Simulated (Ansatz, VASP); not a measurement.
**YHg in VASP and in Ansatz**

The input INCAR:

```
PREC = Accurate ; ENCUT = 520
EDIFF = 1E-8 ; ISMEAR = -1
SIGMA = 0.08 ; LREAL = F
LASPH = T ; NELM = 80
ALGO = Normal ; ISIF = 2
LWAVE = F ; LCHARG = F
GGA = CA ; LEFG = T
NBANDS = 18
```

Contents of KPOINTS:

```
regular mesh
0
Gamma
  11 11 11
```

File POSCAR:

```
YHg
1.0
    3.7063848166      0.0000000000      0.0000000000
    0.0000000000      3.7063848166      0.0000000000
    0.0000000000      0.0000000000      3.7063848166
Y Hg
1 1
Direct
    0.5000000000      0.5000000000      0.5000000000
    0.0000000000      0.0000000000      0.0000000000
```

Input for Ansatz:

```yaml
crystal:
  lattice:
    - [3.7063848166, 0.0, 0.0]
    - [0.0, 3.7063848166, 0.0]
    - [0.0, 0.0, 3.7063848166]
  atoms:
    - { symbol: "Y", position: [0.5, 0.5, 0.5] }
    - { symbol: Hg, position: [0.0, 0.0, 0.0] }
kpoints:
  mp_grid: { grid: [11, 11, 11] }
scf:
  occupations: { method: fermi_dirac, width: 0.08 }
hamiltonian:
  xc: lda
  pseudopotentials: { kind: paw }
output:
  forces: true
  stress: true
  eigenvalues: true
  efg: { contact_densities: true }
```

Change from the starting cell: volume scaled by 1.02, PAW files.

Alike in both runs: task electric field gradients; functional LDA; k mesh 11 × 11 × 11; occupations fermi-dirac, width 0.08 eV; no spin polarisation.

|  | VASP | Ansatz |
| --- | --- | --- |
| version | VASP 6.6.1 | Ansatz 0.2.0 |
| potentials or method | VASP PAW LDA potentials, release 64 (Y_sv, Hg) | PAW with Ansatz's default frozen-core files, scalar-relativistic |
| plane-wave cutoff (eV) | 520 | 420 |
| valence electrons in the cell | 23 | 31 |

Ansatz gave:

```
pressure (GPa) : -4.7
```

**Question.** What did VASP give for the same quantities?

**Answer.** Pressure (GPa): -4.5.

LDA's correlation is that of Perdew and Zunger in VASP and of Perdew and Wang (1992) in Ansatz. VASP's potentials hold 23 valence electrons a cell and Ansatz's 31, so a difference there can come from the potentials and not from the codes.

Spin-orbit coupling is off throughout.
